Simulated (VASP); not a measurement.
A run of VASP 6.6.1 is set up as follows.

Contents of INCAR:

```
SYSTEM = TaC
  PREC = Accurate
  ENCUT = 600
  EDIFF = 1E-6
  ISMEAR = 1
  SIGMA = 0.15
  LREAL = .FALSE.
  LASPH = .TRUE.
  NELM = 120
  ALGO = Normal
  ISIF = 2
  LWAVE = .FALSE.
  LCHARG = .TRUE.
  GGA = PE
  LELF = .TRUE.
  LVHAR = .TRUE.
  NBANDS = 14
  GGA_COMPAT = .FALSE.
```

The input KPOINTS:

```
Automatic mesh
0
G
  12 12 12
  0 0 0
```

POSCAR

```
TaC
1.0
    0.0000000000      2.2270000000      2.2270000000
    2.2270000000      0.0000000000      2.2270000000
    2.2270000000      2.2270000000      0.0000000000
Ta C
1 1
Direct
    0.0000000000      0.0000000000      0.0000000000
    0.5000000000      0.5000000000      0.5000000000
```

Potentials or basis: VASP PAW PBE potentials, release 64 (Ta_pv, C).

Command:

```console
$ cat potpaw_PBE.64/Ta_pv/POTCAR potpaw_PBE.64/C/POTCAR > POTCAR
$ mpirun -np 1 vasp_std > vasp.out
```

Estimate the pressure.

5.5 GPa.
